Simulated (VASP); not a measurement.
# Se (P6_3/mmc) in VASP: further runs, part 2 of 2

VASP 6.6.1. The steps go on from the part before.

## Step 5: Single point, PBE (volume scaled by 0.52)

Input file INCAR:

```
SYSTEM = Se
  PREC = Accurate
  ENCUT = 520
  EDIFF = 1E-7
  ISMEAR = -1
  SIGMA = 0.08
  LREAL = .FALSE.
  LASPH = .TRUE.
  NELM = 100
  ALGO = Normal
  ISIF = 2
  LWAVE = .FALSE.
  LCHARG = .FALSE.
  GGA = PE
  NBANDS = 13
```

Input file KPOINTS:

```
regular mesh
0
G
  14 14 8
  0 0 0
```

Input file POSCAR:

```
Se
1.0
    2.6124038225      0.0000000000      0.0000000000
   -1.3062019113      2.2624080753      0.0000000000
    0.0000000000      0.0000000000      3.9262063886
Se
2
Direct
    0.3333333333      0.6666666667      0.2500000000
    0.6666666667      0.3333333333      0.7500000000
```

Potentials or basis: VASP PAW PBE potentials, release 64 (Se).

The run is started by

```
$ cat potpaw_PBE.64/Se/POTCAR > POTCAR
$ mpirun -np 1 vasp_std > vasp.out
```

OUTCAR:

```text
SYSTEM = Se
   PREC = Accurate
   ENCUT = 520
   EDIFF = 1E-7
   ISMEAR = -1
   LREAL = .FALSE.
   LASPH = .TRUE.
   NELM = 100
   ISIF = 2
   GGA = PE

 ion  position               nearest neighbor table
   1  0.333  0.667  0.250-   2 2.48   2 2.48   2 2.48   2 2.48   2 2.48   2 2.48
   2  0.667  0.333  0.750-   1 2.48   1 2.48   1 2.48   1 2.48   1 2.48   1 2.48

  LATTYP: Found a hexagonal cell.
 ALAT       =     2.6124038225
 C/A-ratio  =     1.5029094487

  Lattice vectors:

 A1 = (   2.6124038225,   0.0000000000,   0.0000000000)
 A2 = (  -1.3062019113,   2.2624080753,   0.0000000000)
 A3 = (   0.0000000000,   0.0000000000,   3.9262063886)

Analysis of symmetry for initial positions (statically):
=====================================================================
 Subroutine PRICEL returns:
 Original cell was already a primitive cell.

 Routine SETGRP: Setting up the symmetry group for a
 hexagonal supercell.

 Subroutine GETGRP returns: Found 24 space group operations
 (whereof 12 operations were pure point group operations)
 out of a pool of 24 trial point group operations.

The static configuration has the point symmetry D_3d.
 The point group associated with its full space group is D_6h.

Analysis of symmetry for dynamics (positions and initial velocities):
=====================================================================
 Subroutine PRICEL returns:
 Original cell was already a primitive cell.

 Routine SETGRP: Setting up the symmetry group for a
 hexagonal supercell.

 Subroutine GETGRP returns: Found 24 space group operations
 (whereof 12 operations were pure point group operations)
 out of a pool of 24 trial point group operations.

The dynamic configuration has the point symmetry D_3d.
 The point group associated with its full space group is D_6h.

 Subroutine INISYM returns: Found 24 space group operations
 (whereof 12 operations are pure point group operations),
 and found     1 'primitive' translations

----------------------------------------------------------------------------------------

[... 123 lines left out ...]
 non-spin polarized calculation
  energy-cutoff  :      520.00
  volume of cell :       23.21
 maximum number of plane-waves:       641
 NGX is ok and might be reduce to    20
   NGX =  9   NGY =  9   NGZ = 15

 number of electron      12.0000001 magnetization

 Free energy of the ion-electron system (eV)
  ---------------------------------------------------
  ext. energy  EPLUGINS =         0.00000000
  ---------------------------------------------------
  free energy    TOTEN  =        -1.05081155 eV

  energy without entropy =       -1.03959823  energy(sigma->0) =       -1.04520489

 E-fermi :  14.3007     XC(G=0): -13.3285

 val. band max:       14.2692431671   @ k =   0.2143  -0.0000   0.2500
 cond. band min:      14.3183942225   @ k =   0.3571   0.0714   0.1250
 fundamental gap:      0.0491510554
 Fermi energy:        14.3006688454

 k-point     1 :       0.0000    0.0000    0.0000
  band No.  band energies     occupation
      1      -8.8726      2.00000
      2       0.0060      2.00000
      3       1.8102      2.00000
      4      16.6052      0.00000
      5      16.6052      0.00000
      6      19.7550      0.00000
      7      19.7550      0.00000
      8      23.1712      0.00000
      9      23.2615      0.00000
     10      26.0844      0.00000
     11      27.1603      0.00000
     12      27.1603      0.00000
     13      30.1648      0.00000
[... 354 lines left out ...]
  band No.  band energies     occupation
      1      -0.9697      2.00000
      2       0.0425      2.00000
      3       3.7770      2.00000
      4       9.0334      2.00000
      5       9.3403      2.00000
      6       9.6029      2.00000
      7      10.5495      2.00000
      8      11.5872      2.00000
      9      16.7765      0.00000
     10      28.0127      0.00000
     11      31.6031      0.00000
     12      31.6530      0.00000
     13      35.0752      0.00000

 [... further k-points ...]

------------------------ aborting loop because EDIFF is reached ----------------------------------------

  FORCE on cell =-STRESS in cart. coord.  units (eV):
  Direction    XX          YY          ZZ          XY          YZ          ZX
  --------------------------------------------------------------------------------------
  -------------------------------------------------------------------------------------
  Total       20.4899714     20.4899714     20.5865949     -0.0000000      0.0000000      0.0000000
  in kB     1414.7104366   1414.7104367   1421.3817136     -0.0000000      0.0000000      0.0000000
  external PRESSURE =    1416.9341956 kB  Pullay stress =       0.0000000 kB

 VOLUME and BASIS-vectors are now :
 -----------------------------------------------------------------------------
  energy-cutoff  :      520.00
  volume of cell :       23.21
      direct lattice vectors                 reciprocal lattice vectors
     2.612403823  0.000000000  0.000000000     0.382789212  0.221003454  0.000000000
    -1.306201911  2.262408075  0.000000000     0.000000000  0.442006909  0.000000000
     0.000000000  0.000000000  3.926206389     0.000000000  0.000000000  0.254698786

 POSITION                                       TOTAL-FORCE (eV/Angst)
 -----------------------------------------------------------------------------------
     -0.00000      1.50827      0.98155        -0.000000      0.000000      0.000000
      1.30620      0.75414      2.94465         0.000000     -0.000000      0.000000
 -----------------------------------------------------------------------------------
    total drift:                               -0.000000      0.000000      0.000000

  FREE ENERGIE OF THE ION-ELECTRON SYSTEM (eV)
  ---------------------------------------------------
  free  energy   TOTEN  =        -1.0508115468 eV

  energy  without entropy=       -1.0395982270  energy(sigma->0) =       -1.04520489
```

OSZICAR:

```text
N       E                     dE             d eps       ncg     rms          rms(c)
DAV:   1     0.507727265837E+02    0.50773E+02   -0.58433E+03  3120   0.846E+02
DAV:   2     0.682118279657E+00   -0.50091E+02   -0.47194E+02  4240   0.153E+02
DAV:   3    -0.107892680642E+01   -0.17610E+01   -0.17526E+01  3965   0.284E+01
DAV:   4    -0.108240835685E+01   -0.34816E-02   -0.34813E-02  3633   0.146E+00
DAV:   5    -0.108241171903E+01   -0.33622E-05   -0.33624E-05  3998   0.441E-02    0.140E+01
DAV:   6    -0.106126647591E+01    0.21145E-01   -0.23245E-03  3530   0.352E-01    0.846E+00
DAV:   7    -0.105083568586E+01    0.10431E-01   -0.47545E-03  3500   0.529E-01    0.769E-02
DAV:   8    -0.105081248955E+01    0.23196E-04   -0.55369E-05  4023   0.512E-02    0.300E-02
DAV:   9    -0.105081182889E+01    0.66066E-06   -0.12241E-05  3553   0.232E-02    0.542E-03
DAV:  10    -0.105081160255E+01    0.22634E-06   -0.37397E-07  3920   0.518E-03    0.548E-04
DAV:  11    -0.105081154684E+01    0.55712E-07   -0.56550E-09  2225   0.639E-04
   1 F= -.10508115E+01 E0= -.10452049E+01  d E =-.112133E-01
```

stdout:

```text
POSCAR found type information on POSCAR Se
 POSCAR found :  1 types and       2 ions
 scaLAPACK will be used
 LDA part: xc-table for (Slater+PW92), standard interpolation
 POSCAR, INCAR and KPOINTS ok, starting setup
 FFT: planning ... GRIDC
 FFT: planning ... GRID_SOFT
 FFT: planning ... GRID
 WAVECAR not read
 entering main loop
```

Run time: 19 s. Hardware: 1 thread of AMD EPYC 9R14 (Zen 4), shared host; peak memory 0.12 GiB.

Results:

| Item | Value |
| --- | --- |
| Free energy | -1.0508 eV |
| Pressure | 141.7 GPa |
| Band gap on the k mesh | zero (band 6 reaches 19.75 eV, above the bottom of band 7 at 10.55 eV) |
